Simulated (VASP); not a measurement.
# W in VASP: a series of runs, part 3 of 3

VASP 6.6.1. Earlier steps stand in the parts before.

## 5. Electric field gradients, PBE (equal xx and yy strain of -2 %)

The input, INCAR:

```
SYSTEM = W
PREC = Accurate
ENCUT = 520
EDIFF = 1E-8
ISMEAR = -1
SIGMA = 0.05
LREAL = .False.
LASPH = .True.
NELM = 80
ALGO = Normal
ISIF = 2
LWAVE = .False.
LCHARG = .False.
GGA = PE
LEFG = .True.
NBANDS = 13
```

The input, KPOINTS:

```
Automatic mesh
0
Gamma
  14 14 14
  0 0 0
```

The input, POSCAR:

```
W
1.0
    0.0000000000      1.9894000000      2.0300000000
    1.9894000000      0.0000000000      2.0300000000
    1.9894000000      1.9894000000      0.0000000000
W
1
Direct
    0.0000000000      0.0000000000      0.0000000000
```

Potentials or basis: VASP PAW PBE potentials, release 64 (W_sv).

On the command line:

```console
$ cat potpaw_PBE.64/W_sv/POTCAR > POTCAR
$ mpirun -np 1 vasp_std > vasp.out
```

OUTCAR:

```text
SYSTEM = W
   PREC = Accurate
   ENCUT = 520
   EDIFF = 1E-8
   ISMEAR = -1
   LREAL = .False.
   LASPH = .True.
   NELM = 80
   ISIF = 2
   GGA = PE

 ion  position               nearest neighbor table
   1  0.000  0.000  0.000-

  LATTYP: Found a body centered tetragonal cell.
 ALAT       =     2.8134364610
 C/A-ratio  =     1.4430750636

  Lattice vectors:

 A1 = (  -1.9894000000,   0.0000000000,   2.0300000000)
 A2 = (   1.9894000000,   0.0000000000,   2.0300000000)
 A3 = (   0.0000000000,   1.9894000000,  -2.0300000000)

Analysis of symmetry for initial positions (statically):
=====================================================================
 Subroutine PRICEL returns:
 Original cell was already a primitive cell.

 Routine SETGRP: Setting up the symmetry group for a
 body centered tetragonal supercell.

 Subroutine GETGRP returns: Found 16 space group operations
 (whereof 16 operations were pure point group operations)
 out of a pool of 16 trial point group operations.

The static configuration has the point symmetry D_4h.

Analysis of symmetry for dynamics (positions and initial velocities):
=====================================================================
 Subroutine PRICEL returns:
 Original cell was already a primitive cell.

 Routine SETGRP: Setting up the symmetry group for a
 body centered tetragonal supercell.

 Subroutine GETGRP returns: Found 16 space group operations
 (whereof 16 operations were pure point group operations)
 out of a pool of 16 trial point group operations.

The dynamic configuration has the point symmetry D_4h.

 Subroutine INISYM returns: Found 16 space group operations
 (whereof 16 operations are pure point group operations),
 and found     1 'primitive' translations

----------------------------------------------------------------------------------------

                                     Primitive cell

  volume of cell :      16.0683

  direct lattice vectors                    reciprocal lattice vectors
     0.000000000  1.989400000  2.030000000    -0.251332060  0.251332060  0.246305419
     1.989400000  0.000000000  2.030000000     0.251332060 -0.251332060  0.246305419
     1.989400000  1.989400000  0.000000000     0.251332060  0.251332060 -0.246305419

  length of vectors
     2.842289985  2.842289985  2.813436461     0.432437242  0.432437242  0.432437242

  position of ions in fractional coordinates (direct lattice)
     0.000000000  0.000000000  0.000000000

  ion indices of the primitive-cell ions
   primitive index   ion index
                 1           1

----------------------------------------------------------------------------------------

 KPOINTS: Automatic mesh

Automatic generation of k-mesh.
 Grid dimensions read from file:
 generate k-points for:   14   14   14

[... 68 lines left out ...]
   NFREE  =      0    steps in history (QN), initial steepest desc. (CG)
   ISIF   =      2    stress and relaxation
   ISYM   =      2    0-nonsym 1-usesym 2-fastsym
   POTIM  = 0.5000    time-step for ionic-motion
   TEBEG  =    0.0;   TEEND  =   0.0 temperature during run
   PSTRESS=    0.0 pullay stress
   NELECT =      14.0000    total number of electrons
   NUPDOWN=      -1.0000    fix difference up-down
   EMIN   =  10.00;   EMAX   =-10.00  energy-range for DOS
   EFERMI =   0.00;   METHOD = LEGACY
   ISMEAR =    -1;   SIGMA  =   0.05  broadening in eV -4-tet -1-fermi 0-gaus
   EFERMI_NEDOS =   21; number of points for ismear=-14 and -15
   IALGO  =     38    algorithm
   IMIX   =      4    mixing-type and parameters
     AMIX     =   0.40;   BMIX     =  1.00
     AMIX_MAG =   1.60;   BMIX_MAG =  1.00
  volume/ion in A,a.u.               =      16.07       108.43
  Fermi-wavevector in a.u.,A,eV,Ry     =   1.563606  2.954788 33.264405  2.444865
  Thomas-Fermi vector in A             =   2.666353
   LORBIT       =      0    0 simple, 1 ext, 2 COOP (PROOUT), +10 PAW based schemes
   GGA     = PE    functional components
   LHFCALC =     F    Hartree Fock is set to
   AEXX    =    0.0000 exact exchange contribution
   IVDW    =     0    specifies the selected vdW correction
   LEPSILON=     F    determine dielectric tensor
   LRPA    =     F    only Hartree local field effects (RPA)
 non-spin polarized calculation
  energy-cutoff  :      520.00
  volume of cell :       16.07
 maximum number of plane-waves:       452
 NGX is ok and might be reduce to    24
   NGX = 11   NGY = 11   NGZ = 11

 number of electron      14.0000000 magnetization

 Free energy of the ion-electron system (eV)
  ---------------------------------------------------
  ext. energy  EPLUGINS =         0.00000000
  ---------------------------------------------------
  free energy    TOTEN  =       -12.47219365 eV

  energy without entropy =      -12.46261071  energy(sigma->0) =      -12.46740218

 E-fermi :  10.7773     XC(G=0): -13.5537

 val. band max:       10.7719403429   @ k =  -0.4286   0.1429   0.0000
 cond. band min:      10.7827313216   @ k =  -0.1429   0.0000   0.0714
 fundamental gap:      0.0107909788
 Fermi energy:        10.7773033319

 k-point     1 :       0.0000    0.0000    0.0000
  band No.  band energies     occupation
      1     -62.8519      2.00000
      2     -26.4691      2.00000
      3     -26.4471      2.00000
      4     -26.4471      2.00000
      5       1.6794      2.00000
      6      10.0181      2.00000
      7      10.2928      1.99988
      8      10.2928      1.99988
      9      13.2049      0.00000
     10      13.6249      0.00000
     11      23.6007      0.00000
     12      28.4682      0.00000
     13      29.1499      0.00000
[... 354 lines left out ...]
  band No.  band energies     occupation
      1     -62.7847      2.00000
      2     -27.0784      2.00000
      3     -26.6134      2.00000
      4     -26.6048      2.00000
      5       4.4169      2.00000
      6       8.3875      2.00000
      7      10.2530      1.99994
      8      11.5286      0.00000
      9      12.8203      0.00000
     10      14.5758      0.00000
     11      25.6094      0.00000
     12      28.4990      0.00000
     13      30.9755      0.00000

 [... further k-points ...]
[... 5 lines left out ...]
  --------------------------------------------------------------------------------------
  -------------------------------------------------------------------------------------
  Total        0.5482448      0.5482448      1.1766035      0.0000000      0.0000000      0.0000000
  in kB       54.6656941     54.6656941    117.3195643      0.0000000      0.0000000      0.0000000
  external PRESSURE =      75.5503175 kB  Pullay stress =       0.0000000 kB

 VOLUME and BASIS-vectors are now :
 -----------------------------------------------------------------------------
  energy-cutoff  :      520.00
  volume of cell :       16.07
      direct lattice vectors                 reciprocal lattice vectors
     0.000000000  1.989400000  2.030000000    -0.251332060  0.251332060  0.246305419
     1.989400000  0.000000000  2.030000000     0.251332060 -0.251332060  0.246305419
     1.989400000  1.989400000  0.000000000     0.251332060  0.251332060 -0.246305419

 POSITION                                       TOTAL-FORCE (eV/Angst)
 -----------------------------------------------------------------------------------
      0.00000      0.00000      0.00000         0.000000     -0.000000      0.000000
 -----------------------------------------------------------------------------------
    total drift:                                0.000000     -0.000000      0.000000

  FREE ENERGIE OF THE ION-ELECTRON SYSTEM (eV)
  ---------------------------------------------------
  free  energy   TOTEN  =       -12.4721936506 eV

  energy  without entropy=      -12.4626107135  energy(sigma->0) =      -12.46740218

 Electric field gradients (V/A^2)
---------------------------------------------------------------------
 ion       V_xx      V_yy      V_zz      V_xy      V_xz      V_yz
---------------------------------------------------------------------
   1       7.186     7.186   -14.371     0.000    -0.000    -0.000
---------------------------------------------------------------------

 Electric field gradients after diagonalization (V/A^2)
 (convention: |V_zz| > |V_xx| > |V_yy|)
----------------------------------------------------------------------
 ion       V_xx      V_yy      V_zz     asymmetry (V_yy - V_xx)/ V_zz
----------------------------------------------------------------------
   1       7.186     7.186   -14.371       0.000
----------------------------------------------------------------------

           NMR quadrupolar parameters

 Cq : quadrupolar parameter    Cq=e*Q*V_zz/h
 eta: asymmetry parameters     (V_yy - V_xx)/ V_zz
 Q  : nuclear electric quadrupole moment in mb (millibarn)
----------------------------------------------------------------------
 ion       Cq(MHz)       eta       Q (mb)
----------------------------------------------------------------------
   1      -0.035       0.000       1.000
----------------------------------------------------------------------
```

OSZICAR:

```text
N       E                     dE             d eps       ncg     rms          rms(c)
DAV:   1     0.854270970565E+02    0.85427E+02   -0.74415E+03  6376   0.122E+03
DAV:   2    -0.113963616989E+02   -0.96823E+02   -0.93239E+02  7019   0.317E+02
DAV:   3    -0.130666666365E+02   -0.16703E+01   -0.16622E+01  7054   0.402E+01
DAV:   4    -0.130738801817E+02   -0.72135E-02   -0.72134E-02  7039   0.290E+00
DAV:   5    -0.130739417468E+02   -0.61565E-04   -0.61564E-04  7194   0.254E-01    0.198E+01
DAV:   6    -0.125977748322E+02    0.47617E+00   -0.40258E-01  6779   0.844E+00    0.788E+00
DAV:   7    -0.124763940774E+02    0.12138E+00   -0.20274E-01  7129   0.564E+00    0.518E-01
DAV:   8    -0.124722224477E+02    0.41716E-02   -0.40222E-03  6459   0.826E-01    0.629E-02
DAV:   9    -0.124721947253E+02    0.27722E-04   -0.85701E-05  7488   0.108E-01    0.401E-02
DAV:  10    -0.124721932211E+02    0.15042E-05   -0.11880E-05  6809   0.456E-02    0.317E-03
DAV:  11    -0.124721937942E+02   -0.57309E-06   -0.19005E-07  6664   0.549E-03    0.487E-04
DAV:  12    -0.124721936501E+02    0.14410E-06   -0.45973E-09  5117   0.858E-04    0.121E-04
DAV:  13    -0.124721936506E+02   -0.55934E-09   -0.37064E-10  3522   0.274E-04
   1 F= -.12472194E+02 E0= -.12467402E+02  d E =-.958294E-02
```

Wall time 15 s (1 thread of Intel Xeon 6975P-C (Granite Rapids), shared host); peak memory 0.17 GiB.

Results:

```yaml
Free_energy: -12.4722 eV
Pressure: 7.6 GPa
Band_gap_on_the_k_mesh: zero (band 7 reaches 14.09 eV, above the bottom of band 8 at 10.29 eV)
```

Stress tensor (GPa, compression positive):
```
 5.47  0.00  0.00
 0.00  5.47  0.00
 0.00  0.00 11.73
```

Electric field gradients, principal values (V/Å²):
```
atom  least  middle  greatest (by size)
 1 W  7.186   7.186             -14.371
```

Caveat: the cell differs from its parent crystal (equal xx and yy strain of -2 %); without QUAD_EFG the Cq values of the log hold for a quadrupole moment of 1 mb, not for the nuclei; spin-orbit coupling is left out, which moves the levels of the heavy elements.

## 6. Overview

| cell | gap on the mesh (eV) | pressure (GPa) |
| --- | --- | --- |
| a = 2.842 Å, angles 61.3°, 1 atom | none | -3.9 |
| a = 2.885 Å, angles 59.3°, 1 atom | none | -4.2 |
| a = 2.915 Å, angles 58.0°, 1 atom | none | -3.6 |
| a = 2.842, b = 2.842, c = 2.813 Å, angles 60.3, 60.3, 59.3°, 1 atom | none | 7.6 |

Alike in all rows: task electric field gradients; level PBE; potentials or basis VASP PAW PBE potentials, release 64 (W_sv); no spin polarisation; k mesh 14 × 14 × 14; cutoff (eV) 520; smearing fermi-dirac 0.05 eV.

Caveats: spin-orbit coupling is left out, which moves the levels of the heavy elements.

Total energies depend on the potentials used, so only differences within one code and one set of settings carry meaning.
